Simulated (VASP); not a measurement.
Nb: single point with LDA

Nb:

```
Nb
1.0
     2.66024    0.00000    0.00000
     0.00000    2.66024    0.00000
     0.00000    0.00000    2.66024
Nb
1
Direct
  0.00000 0.00000 0.00000
```

| Property | Result |
| --- | --- |
| Program | VASP 6.6.1 |
| Task | single point |
| Functional | LDA |
| Potentials or basis | VASP PAW LDA potentials, release 64 (Nb_sv) |
| Cutoff | 520 eV |
| k mesh | 14 × 14 × 14 |
| Occupations | fermi-dirac, width 0.05 eV |
| Spin | no spin polarisation |
| Dipole correction | no |
| Further INCAR settings | ALGO = Normal; EDIFF = 1e-07; NBANDS = 12 |

```json
{
 "Pressure": "-0.1 GPa"
}
```

Levels at points of the mesh, in eV from the Fermi level:
| k point | band 3 | band 4 | band 5 | band 6 | band 7 | band 8 | band 9 | band 10 | band 11 | band 12 |
| --- | --- | --- | --- | --- | --- | --- | --- | --- | --- | --- |
| (0.00, 0.00, 0.00) | -29.70 | -29.70 | -5.77 | -3.10 | -3.10 | 5.42 | 5.42 | 5.42 | 15.09 | 15.09 |
| (0.50, 0.00, 0.00) | -29.54 | -29.54 | -2.63 | -2.14 | 0.66 | 1.84 | 1.84 | 5.80 | 10.42 | 13.53 |
| (0.50, 0.50, 0.00) | -31.19 | -29.38 | -4.53 | -1.15 | 2.59 | 2.59 | 6.14 | 6.14 | 7.88 | 14.71 |
| (0.50, 0.50, 0.50) | -30.95 | -30.95 | -2.85 | -2.85 | -2.85 | 7.35 | 8.13 | 8.13 | 13.08 | 13.08 |

Run time: 22 s on 1 thread of Intel(R) Xeon(R) Platinum 8175M CPU @ 2.50GHz (Skylake/Cascade Lake), with other jobs on the host, peak memory 0.13 GiB.
